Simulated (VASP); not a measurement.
Here is a VASP 6.6.1 calculation.

The input INCAR:

```
ALGO = Fast
EDIFF = 1E-6
ENCUT = 520
GGA = PE
ISIF = 2
ISMEAR = 0
LASPH = T
LCHARG = F
LREAL = F
LWAVE = F
NBANDS = 18
NELM = 60
PREC = Accurate
SIGMA = 0.1
```

KPOINTS

```
k-points
0
Gamma
  18 18 10
```

Contents of POSCAR:

```
CaZr
1.0
    3.2662539795      0.0000000000      0.0000000000
    0.0000000000      3.2662539795      0.0000000000
    0.0000000000      0.0000000000      5.3136275624
Ca Zr
1 1
Direct
    0.5000000000      0.5000000000      0.5000000000
    0.0000000000      0.0000000000      0.0000000000
```

Potentials or basis: VASP PAW PBE potentials, release 64 (Ca_sv, Zr_sv).

Run with:

```console
$ cat potpaw_PBE.64/Ca_sv/POTCAR potpaw_PBE.64/Zr_sv/POTCAR > POTCAR
$ mpirun -np 1 vasp_std > vasp.out
```

(1) Estimate the band gap on the k mesh.

(2) Estimate the pressure.

## Answers

(1) zero (bands 11 and 12 overlap by 1.24 eV).

(2) 0.0 GPa.
